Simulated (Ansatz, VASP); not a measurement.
**One calculation of Cs3Sn, two programs**

```xyz
4
Lattice="6.2152 0.0000 0.0000 0.0000 6.2152 0.0000 0.0000 0.0000 6.2152" Properties=species:S:1:pos:R:3 pbc="T T T"
Cs    0.0000    3.1076    3.1076
Cs    3.1076    0.0000    3.1076
Cs    3.1076    3.1076    0.0000
Sn    0.0000    0.0000    0.0000
```

Alike in both runs: functional PBE; k mesh 8 × 8 × 8; occupations gaussian, width 0.1 eV; no spin polarisation.

Ansatz relaxed the structure, and its values are those at the end. VASP's run is a single point on that final structure, the one shown.

|  | VASP | Ansatz |
| --- | --- | --- |
| version | VASP 6.6.1 | Ansatz 0.2.0 |
| potentials or method | VASP PAW PBE potentials, release 64 (Cs_sv, Sn_d), cutoff 520 eV | scalar-relativistic, plane waves, PAW |
| valence electrons in the cell | 41 | 41 |

```csv
,VASP,Ansatz,Ansatz less VASP
gap on the k mesh at the Fermi level (eV),none,none,-
pressure (GPa),0.0,0.0,0.00
```

A gap of «none» marks a metal or a gap that the smearing closes.

Spin-orbit coupling is off throughout.
